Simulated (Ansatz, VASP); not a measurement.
This is a calculation of Eu for VASP 6.6.1.

INCAR

```
ALGO = Normal ; EDIFF = 1E-7
ENCUT = 520 ; GGA = PE
ISIF = 2 ; ISMEAR = -1
ISPIN = 2 ; LASPH = True
LCHARG = False ; LMAXMIX = 6
LORBIT = 11 ; LREAL = False
LWAVE = False ; MAGMOM = 5.2
NBANDS = 18 ; NELM = 150
NUPDOWN = 5.2 ; PREC = Accurate
SIGMA = 0.05
```

The input KPOINTS:

```
k-points
0
Gamma
  7 7 7
```

File POSCAR:

```
Eu
1.0
    0.0000000000      2.7893026914      2.7893026914
    2.7893026914      0.0000000000      2.7893026914
    2.7893026914      2.7893026914      0.0000000000
Eu
1
Direct
    0.0000000000      0.0000000000      0.0000000000
```

Potentials or basis: VASP PAW PBE potentials, release 64 (Eu).

The run is started by

```bash
$ cat potpaw_PBE.64/Eu/POTCAR > POTCAR
$ mpirun -np 1 vasp_std > vasp.out
```

**Question.** Translate it to Ansatz 0.2.0. Potentials there: Ansatz PAW.

**Answer.** As run (the cutoff follows the program's own potentials):

Contents of input.yaml:

```yaml
crystal:
  lattice:
    - [0.0, 2.7893026914, 2.7893026914]
    - [2.7893026914, 0.0, 2.7893026914]
    - [2.7893026914, 2.7893026914, 0.0]
  atoms:
    - { symbol: Eu, position: [0.0, 0.0, 0.0], spin: 5.2 }
hamiltonian:
  xc: pbe
  pseudopotentials: { kind: paw }
magnetization:
  spin_polarized: true
  initial_magnetization: 5.2
  spin_locking: { lock_magnetization: hard }
kpoints:
  mp_grid: { grid: [7, 7, 7] }
scf:
  occupations: { method: fermi_dirac, width: 0.05 }
  lower_state_search: "off"
output:
  forces: true
  stress: true
  eigenvalues: true
```

Potentials or basis: Ansatz PAW.

The run is started by

```console
$ ansatz run input.yaml --threads 2 --pin off --max-ram 5632MiB --backend cpu --events-out ev --progress --plain --runs-dir out
```

Both were run:

|  | VASP | Ansatz | Ansatz less VASP |
| --- | --- | --- | --- |
| pressure (GPa) | 0.4 | 0.6 | +0.18 |
| net moment per atom (μB) | 5.20 | 5.20 | 0.000 |
| size of the moment on the site where the two differ most (μB) | 6.06 | 5.86 | -0.205 |

Site moments also hang on the region over which each program counts them. The functional is the same, so the differences come from potentials, cutoffs and numerics.

Neither program's run includes spin-orbit coupling.
